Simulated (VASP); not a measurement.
# GaSi16 (a cell with a defect) in VASP: a series of runs

GaSi16 (a cell with a defect) is run at these levels: PBE+D3(BJ); tasks: single point.

Everything below comes from runs of VASP 6.6.1. Logs are shortened: lines on timing, memory, paths and dates and some standing lists are left out, and cuts for length are marked.

## 1. The cell of the first run

The cell holds a defect, 17 atoms: a = 7.679 Å, b = 7.679 Å, c = 7.679 Å, α = 60.00°, β = 60.00°, γ = 60.00°.

## 2. Single point, PBE+D3(BJ), collinear spin, zero start

Input file INCAR:

```
ALGO = Normal
EDIFF = 1E-6
ENCUT = 520
GGA = PE
ISIF = 2
ISMEAR = 0
ISPIN = 2
IVDW = 12
LASPH = T
LCHARG = F
LORBIT = 11
LREAL = Auto
LWAVE = F
MAGMOM = 0 0 0 0 0 0 0 0 0 0 0 0 0 0 0 0 0
NBANDS = 56
NELM = 150
PREC = Accurate
SIGMA = 0.05
```

Input file KPOINTS:

```
k-points
0
Gamma
  2 2 2
```

Input file POSCAR:

```
GaSi16
1.0
    0.0000000000      5.4300000000      5.4300000000
    5.4300000000      0.0000000000      5.4300000000
    5.4300000000      5.4300000000      0.0000000000
Si Ga
16 1
Direct
    0.0011644567      0.0012858195     -0.0036147330
    0.1220034991      0.1222239411      0.1280567219
    0.0011853591      0.0012916206      0.5015035912
    0.1248677716      0.1249863720      0.6252780847
   -0.0140008287      0.5046360037      0.0048647330
    0.1220470534      0.6278365562      0.1280693370
    0.0011817680      0.4961211786      0.5015152855
    0.1219741252      0.6278321363      0.6224700737
    0.5044074586     -0.0136021179      0.0047872007
    0.6277158379      0.1222239411      0.1280567219
    0.4960194291      0.0012916206      0.5015035912
    0.6277130755      0.1221497238      0.6224241252
    0.5045000921      0.5046360037      0.0048647330
    0.6247108656      0.6251090239      0.1254692449
    0.5043646409      0.5045169429      0.4867537753
    0.6277236648      0.6278321363      0.6224700737
    0.3746988029      0.3751450276      0.8754573665
```

Potentials or basis: VASP PAW PBE potentials, release 64 (Si, Ga_d).

On the command line:

```
$ cat potpaw_PBE.64/Si/POTCAR potpaw_PBE.64/Ga_d/POTCAR > POTCAR
$ mpirun -np 1 vasp_std > vasp.out
```

OUTCAR:

```text
EDIFF = 1E-6
   ENCUT = 520
   GGA = PE
   ISIF = 2
   ISMEAR = 0
   ISPIN = 2
   IVDW = 12
   LASPH = T
   LORBIT = 11
   LREAL = Auto
   NELM = 150
   PREC = Accurate
 IVDW          = 12

 ion  position               nearest neighbor table
   1  0.001  0.001  0.996-   4 2.33  10 2.34   2 2.34   6 2.34
   2  0.122  0.122  0.128-   3 2.34   1 2.34   9 2.40   5 2.40  17 2.75
   3  0.001  0.001  0.502-   4 2.33   2 2.34   8 2.34  12 2.34
   4  0.125  0.125  0.625-   1 2.33   7 2.33   3 2.33  11 2.33
   5  0.986  0.505  0.005-  14 2.27   8 2.40   2 2.40   6 2.40  17 2.44
   6  0.122  0.628  0.128-   7 2.34   1 2.34   5 2.40  13 2.40  17 2.74
   7  0.001  0.496  0.502-   4 2.33   6 2.34   8 2.34  16 2.34
   8  0.122  0.628  0.622-   7 2.34   3 2.34  15 2.40   5 2.40  17 2.75
   9  0.504  0.986  0.005-  14 2.27  12 2.40   2 2.40  10 2.40  17 2.44
  10  0.628  0.122  0.128-  11 2.34   1 2.34   9 2.40  13 2.40  17 2.75
  11  0.496  0.001  0.502-   4 2.33  10 2.34  16 2.34  12 2.34
  12  0.628  0.122  0.622-  11 2.34   3 2.34   9 2.40  15 2.40  17 2.75
  13  0.505  0.505  0.005-  14 2.27  16 2.40  10 2.40   6 2.40  17 2.44
  14  0.625  0.625  0.125-  15 2.27  13 2.27   5 2.27   9 2.27
  15  0.504  0.505  0.487-  14 2.27  12 2.40   8 2.40  16 2.40  17 2.44
  16  0.628  0.628  0.622-   7 2.34  11 2.34  15 2.40  13 2.40  17 2.75
  17  0.375  0.375  0.875-   5 2.44  13 2.44  15 2.44   9 2.44   6 2.74   2 2.75  10 2.75   8 2.75
                            16 2.75  12 2.75

  LATTYP: Found a face centered cubic cell.
 ALAT       =    10.8600000000

  Lattice vectors:

 A1 = (   0.0000000000,   5.4300000000,   5.4300000000)
 A2 = (   5.4300000000,   0.0000000000,   5.4300000000)
 A3 = (   5.4300000000,   5.4300000000,   0.0000000000)

Analysis of symmetry for initial positions (statically):
=====================================================================
 Subroutine PRICEL returns:
 Original cell was already a primitive cell.

 Routine SETGRP: Setting up the symmetry group for a
 face centered cubic supercell.

 Subroutine GETGRP returns: Found  2 space group operations
 (whereof  2 operations were pure point group operations)
 out of a pool of 48 trial point group operations.

The static configuration has the point symmetry C_1h.

Analysis of symmetry for dynamics (positions and initial velocities):
=====================================================================
 Subroutine PRICEL returns:
 Original cell was already a primitive cell.

 Routine SETGRP: Setting up the symmetry group for a
 face centered cubic supercell.

 Subroutine GETGRP returns: Found  2 space group operations
 (whereof  2 operations were pure point group operations)
 out of a pool of 48 trial point group operations.

The dynamic configuration has the point symmetry C_1h.

Analysis of structural, dynamic, and magnetic symmetry:
=====================================================================
 Subroutine PRICEL returns:
 Original cell was already a primitive cell.

 Routine SETGRP: Setting up the symmetry group for a
 face centered cubic supercell.

 Subroutine GETGRP returns: Found  2 space group operations
 (whereof  2 operations were pure point group operations)
 out of a pool of 48 trial point group operations.

The overall configuration has the point symmetry C_1h.

 Subroutine INISYM returns: Found  2 space group operations
 (whereof  2 operations are pure point group operations),
 and found     1 'primitive' translations

----------------------------------------------------------------------------------------

                                     Primitive cell

  volume of cell :     320.2060

  direct lattice vectors                    reciprocal lattice vectors
     0.000000000  5.430000000  5.430000000    -0.092081031  0.092081031  0.092081031
     5.430000000  0.000000000  5.430000000     0.092081031 -0.092081031  0.092081031
     5.430000000  5.430000000  0.000000000     0.092081031  0.092081031 -0.092081031

  length of vectors
     7.679179644  7.679179644  7.679179644     0.159489025  0.159489025  0.159489025

  position of ions in fractional coordinates (direct lattice)
     0.001164457  0.001285819  0.996385267
     0.122003499  0.122223941  0.128056722
     0.001185359  0.001291621  0.501503591
     0.124867772  0.124986372  0.625278085
     0.985999171  0.504636004  0.004864733
     0.122047053  0.627836556  0.128069337
[... 9 lines left out ...]
     0.627723665  0.627832136  0.622470074
     0.374698803  0.375145028  0.875457367

  ion indices of the primitive-cell ions
   primitive index   ion index
                 1           1
                 2           2
                 3           3
                 4           4
                 5           5
                 6           6
[... 9 lines left out ...]
                16          16
                17          17

----------------------------------------------------------------------------------------

 KPOINTS: k-points

Automatic generation of k-mesh.
 Grid dimensions read from file:
 generate k-points for:    2    2    2

 Generating k-lattice:

  Cartesian coordinates                     Fractional coordinates (reciprocal lattice)
    -0.046040516  0.046040516  0.046040516     0.500000000  0.000000000  0.000000000
     0.046040516 -0.046040516  0.046040516     0.000000000  0.500000000  0.000000000
     0.046040516  0.046040516 -0.046040516     0.000000000  0.000000000  0.500000000

  Length of vectors
     0.079744512  0.079744512  0.079744512

  Shift w.r.t. Gamma in fractional coordinates (k-lattice)
     0.000000000  0.000000000  0.000000000

 Subroutine IBZKPT returns following result:
 ===========================================

 Found      6 irreducible k-points:

 Following reciprocal coordinates:
            Coordinates               Weight
  0.000000  0.000000  0.000000      1.000000
  0.500000  0.000000  0.000000      2.000000
  0.000000  0.500000  0.000000      1.000000
  0.000000  0.000000  0.500000      1.000000
  0.500000  0.500000  0.000000      2.000000
  0.000000  0.500000  0.500000      1.000000
   k-points           NKPTS =      6   k-points in BZ     NKDIM =      6   number of bands    NBANDS=     56
   number of dos      NEDOS =    301   number of ions     NIONS =     17
   total plane-waves  NPLWV = 216000
   dimension x,y,z NGX =    60 NGY =   60 NGZ =   60
   dimension x,y,z NGXF=   120 NGYF=  120 NGZF=  120
   ions per type =              16   1
   NGX,Y,Z   is equivalent  to a cutoff of  12.99, 12.99, 12.99 a.u.
   NGXF,Y,Z  is equivalent  to a cutoff of  25.98, 25.98, 25.98 a.u.
 SYSTEM =  unknown system
   PREC   = accura    normal or accurate (medium, high low for compatibility)
   ISTART =      0    job   : 0-new  1-cont  2-samecut
   ICHARG =      2    charge: 1-file 2-atom 10-const
   ISPIN  =      2    spin polarized calculation?
   LNONCOLLINEAR =      F non collinear calculations
   LSORBIT =      F    spin-orbit coupling
   LASPH  =      T    aspherical Exc in radial PAW
   ENCUT  =  520.0 eV  38.22 Ry    6.18 a.u.  14.28 14.28 14.28*2*pi/ulx,y,z
   NELM   =    150;   NELMIN=  2; NELMDL= -5     # of ELM steps
   EDIFF  = 0.1E-05   stopping-criterion for ELM
   LREAL  =      T    real-space projection
   EDIFFG = 0.1E-04   stopping-criterion for IOM
   NSW    =      0    number of steps for IOM
   IBRION =     -1    ionic relax: 0-MD 1-quasi-New 2-CG
   NFREE  =      0    steps in history (QN), initial steepest desc. (CG)
   ISIF   =      2    stress and relaxation
   ISYM   =      2    0-nonsym 1-usesym 2-fastsym
   POTIM  = 0.5000    time-step for ionic-motion
   TEBEG  =    0.0;   TEEND  =   0.0 temperature during run
   PSTRESS=    0.0 pullay stress
   NELECT =      77.0000    total number of electrons
   NUPDOWN=      -1.0000    fix difference up-down
   EMIN   =  10.00;   EMAX   =-10.00  energy-range for DOS
   EFERMI =   0.00;   METHOD = LEGACY
   ISMEAR =     0;   SIGMA  =   0.05  broadening in eV -4-tet -1-fermi 0-gaus
   EFERMI_NEDOS =   21; number of points for ismear=-14 and -15
   IALGO  =     38    algorithm
   IMIX   =      4    mixing-type and parameters
     AMIX     =   0.40;   BMIX     =  1.00
     AMIX_MAG =   1.60;   BMIX_MAG =  1.00
  volume/ion in A,a.u.               =      18.84       127.11
  Fermi-wavevector in a.u.,A,eV,Ry     =   1.018033  1.923804 14.100962  1.036391
  Thomas-Fermi vector in A             =   2.151468
   LORBIT       =     11    0 simple, 1 ext, 2 COOP (PROOUT), +10 PAW based schemes
   GGA     = PE    functional components
   LHFCALC =     F    Hartree Fock is set to
   AEXX    =    0.0000 exact exchange contribution
   IVDW    =    12    specifies the selected vdW correction
   LEPSILON=     F    determine dielectric tensor
   LRPA    =     F    only Hartree local field effects (RPA)
 spin polarized calculation
 Gauss-broadening in eV      SIGMA  =   0.05
  energy-cutoff  :      520.00
  volume of cell :      320.21
 maximum number of plane-waves:      8646
 NGX is ok and might be reduce to    60
   NGX = 29   NGY = 29   NGZ = 29

 number of electron      76.9999989 magnetization       0.0000065

 number of electron      76.9999989 magnetization      -0.0000090

 Free energy of the ion-electron system (eV)
  ---------------------------------------------------
  ext. energy  EPLUGINS =         0.00000000
  ---------------------------------------------------
  free energy    TOTEN  =       -85.66383213 eV

  energy without entropy =      -85.65676481  energy(sigma->0) =      -85.66029847

 E-fermi :   6.8808     XC(G=0):  -9.7302

 val. band max:        6.8807266883   @ k =   0.0000   0.0000   0.0000
 cond. band min:       6.8809400298   @ k =   0.0000   0.0000   0.0000
 fundamental gap:      0.0002133415
 Fermi energy:         6.8808144983

 spin component 1

 k-point     1 :       0.0000    0.0000    0.0000
  band No.  band energies     occupation
      1      -8.6894      1.00000
      2      -8.6893      1.00000
      3      -8.6893      1.00000
      4      -8.6701      1.00000
      5      -8.6701      1.00000
      6      -6.1604      1.00000
[... 42 lines left out ...]
     49       8.2342      0.00000
     50       8.2352      0.00000
[... 263 lines left out ...]
     49      10.3077      0.00000
     50      10.4830      0.00000
 Fermi energy:         6.8808144983

 spin component 2

 k-point     1 :       0.0000    0.0000    0.0000
  band No.  band energies     occupation
      1      -8.6894      1.00000
      2      -8.6893      1.00000
      3      -8.6893      1.00000
      4      -8.6701      1.00000
      5      -8.6701      1.00000
      6      -6.1604      1.00000
[... 42 lines left out ...]
     49       8.2342      0.00000
     50       8.2352      0.00000
[... 263 lines left out ...]
     49      10.3077      0.00000
     50      10.4830      0.00000
 [bands above 50 left out]

------------------------ aborting loop because EDIFF is reached ----------------------------------------

 Edisp (eV)   -5.62358

 E8    (eV) :    -2.3457

  FORCE on cell =-STRESS in cart. coord.  units (eV):
  Direction    XX          YY          ZZ          XY          YZ          ZX
  --------------------------------------------------------------------------------------
  -------------------------------------------------------------------------------------
  Total       6.57127     6.57673     6.57673     0.00499    -0.00664    -0.00499
  in kB      32.87987    32.90723    32.90723     0.02499    -0.03322    -0.02499
  external pressure =       32.90 kB  Pullay stress =        0.00 kB

 VOLUME and BASIS-vectors are now :
 -----------------------------------------------------------------------------
  energy-cutoff  :      520.00
  volume of cell :      320.21
      direct lattice vectors                 reciprocal lattice vectors
     0.000000000  5.430000000  5.430000000    -0.092081031  0.092081031  0.092081031
     5.430000000  0.000000000  5.430000000     0.092081031 -0.092081031  0.092081031
     5.430000000  5.430000000  0.000000000     0.092081031  0.092081031 -0.092081031

 POSITION                                       TOTAL-FORCE (eV/Angst)
 -----------------------------------------------------------------------------------
      5.41735      5.41669      0.01330         0.003057      0.002677     -0.002677
      1.35902      1.35783      1.32616         0.000152      0.000955      0.001858
      2.73018      2.72960      0.01345        -0.000060     -0.001124     -0.002426
      4.07394      4.07329      1.35671        -0.003734     -0.002039      0.002039
      2.76659      5.38039      8.09415         0.003220     -0.002479     -0.003068
      4.10457      1.35813      4.07187        -0.000957      0.000154     -0.000154
[... 9 lines left out ...]
      6.78914      6.78855      6.81767         0.000298     -0.000814     -0.001462
      6.79077      6.78835      4.07165        -0.002444      0.000386     -0.000386
 -----------------------------------------------------------------------------------
    total drift:                               -0.003068      0.000550     -0.000548

  FREE ENERGIE OF THE ION-ELECTRON SYSTEM (eV)
  ---------------------------------------------------
  free  energy   TOTEN  =       -91.2874095745 eV

  energy  without entropy=      -91.2803422596  energy(sigma->0) =      -91.28387592

 total charge

# of ion       s       p       d       tot
------------------------------------------
    1        0.746   0.955   0.000   1.701
    2        0.745   0.930   0.000   1.675
    3        0.746   0.955   0.000   1.701
    4        0.736   0.970   0.000   1.706
    5        0.757   0.942   0.000   1.699
    6        0.745   0.929   0.000   1.675
[... 9 lines left out ...]
   16        0.745   0.930   0.000   1.675
   17        1.085   0.714  10.057  11.856
--------------------------------------------------
tot         13.060  15.858  10.057  38.975

 magnetization (x)

# of ion       s       p       d       tot
------------------------------------------
    1        0.000   0.000   0.000   0.000
    2       -0.000   0.000   0.000  -0.000
    3       -0.000  -0.000   0.000  -0.000
    4       -0.000   0.000   0.000   0.000
    5       -0.000  -0.000   0.000  -0.000
    6        0.000   0.000   0.000   0.000
[... 9 lines left out ...]
   16       -0.000   0.000   0.000   0.000
   17       -0.000  -0.000  -0.000  -0.000
--------------------------------------------------
tot         -0.000   0.000  -0.000  -0.000
```

Run time: 8.2 min. Hardware: 1 thread of Intel Xeon 6975P-C (Granite Rapids), shared host; peak memory 0.68 GiB.

What came out:

```yaml
Free_energy: -91.2874 eV
Pressure: 3.3 GPa
Largest_force: 0.006 eV/Å
Net_moment: 0.00 μB per cell
Valence_electrons_inside_the_program's_atomic_spheres: Si 1.70, 1.68, 1.71, 1.76; Ga 11.86
Dispersion_energy_per_atom: -0.331 eV
```

Forces on the atoms (eV/Å):
```
Si   0.003  0.003 -0.003
Si   0.000  0.001  0.002
Si   0.000 -0.001 -0.002
Si  -0.004 -0.002  0.002
Si   0.003 -0.002 -0.003
Si  -0.001  0.000  0.000
Si   0.003 -0.001  0.001
Si   0.000  0.001  0.001
Si  -0.002  0.004 -0.004
Si   0.000 -0.002 -0.001
Si   0.000  0.002  0.001
Si   0.002  0.000  0.000
Si   0.003  0.003  0.002
Si  -0.004 -0.001  0.001
Si  -0.003 -0.004  0.004
Si   0.000 -0.001 -0.001
Ga  -0.002  0.000  0.000
```

Caveat: the k points lie up to 0.50 Å⁻¹ apart.

## 3. Single point, PBE+D3(BJ), collinear spin, zero start

Input file INCAR:

```
SYSTEM = GaSi16
ALGO = Normal ; EDIFF = 1E-6
ENCUT = 520 ; GGA = PE
ISIF = 2 ; ISMEAR = 0
ISPIN = 2 ; IVDW = 12
LASPH = .TRUE. ; LCHARG = .FALSE.
LORBIT = 11 ; LREAL = Auto
LWAVE = .FALSE. ; MAGMOM = 0 0 0 0 0 0 0 0 0 0 0 0 0 0 0 0 0
NBANDS = 56 ; NELM = 150
PREC = Accurate ; SIGMA = 0.05
```

Input file KPOINTS:

```
k-points
0
G
  2 2 2
  0 0 0
```

POSCAR is that of step 2.

Potentials or basis: VASP PAW PBE potentials, release 64 (Si, Ga_d).

On the command line:

```
$ cat potpaw_PBE.64/Si/POTCAR potpaw_PBE.64/Ga_d/POTCAR > POTCAR
$ mpirun -np 1 vasp_std > vasp.out
```

Wall time 9 min (1 thread of Intel Xeon 6975P-C (Granite Rapids), shared host); peak memory 0.69 GiB.

It converged, with:

* Free energy: -91.2874 eV
* Pressure: 3.3 GPa
* Largest force: 0.006 eV/Å
* Net moment: 0.00 μB per cell
* Valence electrons inside the program's atomic spheres: Si 1.70, 1.68, 1.71, 1.76; Ga 11.86
* Dispersion energy per atom: -0.331 eV

Forces on the atoms (eV/Å):
```
Si   0.003  0.003 -0.003
Si   0.000  0.001  0.002
Si   0.000 -0.001 -0.002
Si  -0.004 -0.002  0.002
Si   0.003 -0.002 -0.003
Si  -0.001  0.000  0.000
Si   0.003 -0.001  0.001
Si   0.000  0.001  0.001
Si  -0.002  0.004 -0.004
Si   0.000 -0.002 -0.001
Si   0.000  0.002  0.001
Si   0.002  0.000  0.000
Si   0.003  0.003  0.002
Si  -0.004 -0.001  0.001
Si  -0.003 -0.004  0.004
Si   0.000 -0.001 -0.001
Ga  -0.002  0.000  0.000
```

Levels at points of the mesh, in eV from the Fermi level:
Spin up:
```tsv
k point	band 36	band 37	band 38	band 39	band 40	band 41
(0.00, 0.00, 0.00)	-0.72	-0.72	-0.72	-0.17	-0.17	-0.17
(0.50, 0.00, 0.00)	-1.45	-1.45	-1.11	0.13	0.61	0.61
(0.00, 0.50, 0.00)	-1.45	-1.45	-1.11	0.13	0.61	0.61
(0.00, 0.00, 0.50)	-1.45	-1.45	-1.11	0.13	0.61	0.61
(0.50, 0.50, 0.00)	-1.98	-1.92	-0.66	0.27	1.12	1.23
(0.00, 0.50, 0.50)	-1.98	-1.92	-0.66	0.27	1.12	1.23
```
Spin down:
```
           k point  band 35  band 36  band 37  band 38  band 39  band 40  band 41  band 42
(0.00, 0.00, 0.00)    -1.76    -0.72    -0.72    -0.72    -0.17    -0.17    -0.17     0.00
(0.50, 0.00, 0.00)    -1.48    -1.45    -1.45    -1.11     0.13     0.61     0.61     0.87
(0.00, 0.50, 0.00)    -1.48    -1.45    -1.45    -1.11     0.13     0.61     0.61     0.87
(0.00, 0.00, 0.50)    -1.48    -1.45    -1.45    -1.11     0.13     0.61     0.61     0.87
(0.50, 0.50, 0.00)    -2.08    -1.98    -1.92    -0.66     0.27     1.12     1.23     1.34
(0.00, 0.50, 0.50)    -2.08    -1.98    -1.92    -0.66     0.27     1.12     1.23     1.34
```

Caveat: the k points lie up to 0.50 Å⁻¹ apart.
